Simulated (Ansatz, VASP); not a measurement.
TaN: VASP beside Ansatz

```
CELL_PARAMETERS angstrom
3.07020 0.00000 0.00000
-1.53510 2.65887 0.00000
0.00000 0.00000 4.97272
ATOMIC_POSITIONS crystal
Ta 0.33333 0.66667 0.00000
Ta 0.66667 0.33333 0.50000
N 0.33333 0.66667 0.38500
N 0.66667 0.33333 0.88500
```

Change from the starting cell: volume scaled by 1.02, crystal datasets.

Alike in both runs: task electric field gradients; functional PBE; k mesh 9 × 9 × 5; occupations fermi-dirac, width 0.01 eV; no spin polarisation.

|  | VASP | Ansatz |
| --- | --- | --- |
| version | VASP 6.6.1 | Ansatz 0.2.0 |
| potentials or method | VASP PAW PBE potentials, release 64 (Ta_pv, N), cutoff 520 eV | all-electron PAW with datasets made for the crystal, scalar-relativistic |

```tsv
	VASP	Ansatz	Ansatz less VASP
pressure (GPa)	126.1	121.3	-4.84
traceless stress, the component that is largest in VASP (GPa)	-15.43	-14.82	+0.617
rms of the force components (eV/Å)	1.326	1.296	-0.0294
size of Vzz on the site where it differs most (V/Å²)	121.4	118.1	-3.37
```

Atom by atom the forces differ by 0.029 eV/Å (rms over components). Both programs put the cell under a high pressure, so it lies far from rest at this level. Ansatz ran all-electron here, and VASP with PAW potentials.

Neither program's run includes spin-orbit coupling. Noted on VASP's run: the cell as given lies far from equilibrium.
